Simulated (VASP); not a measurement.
A run of VASP 6.6.1 is set up as follows.

Contents of INCAR:

```
  ALGO = Normal
  EDIFF = 1E-6
  ENCUT = 520
  GGA = PS
  ISIF = 2
  ISMEAR = -1
  LASPH = T
  LCHARG = F
  LREAL = F
  LWAVE = F
  NBANDS = 10
  NELM = 80
  PREC = Accurate
  SIGMA = 0.05
```

File KPOINTS:

```
k-points
0
Gamma
  19 19 19
```

Contents of POSCAR:

```
Os
1.0
   -1.3910170379      1.3910170379      1.3910170379
    1.3910170379     -1.3910170379      1.3910170379
    1.3910170379      1.3910170379     -1.3910170379
Os
1
Direct
    0.0000000000      0.0000000000      0.0000000000
```

Potentials or basis: VASP PAW PBE potentials, release 64 (Os).

Command:

```sh
$ cat potpaw_PBE.64/Os/POTCAR > POTCAR
$ mpirun -np 1 vasp_std > vasp.out
```

(1) What does it give for the band gap on the k mesh?

(2) Predict the pressure.

## Answers

(1) zero (bands 4 and 5 overlap by 7.14 eV).

(2) 225.6 GPa.

Caveat: the cell stands under pressure; the PAW data sets were made with another functional, which shifts forces and pressure a little; spin-orbit coupling is left out, which moves the levels of the heavy elements.
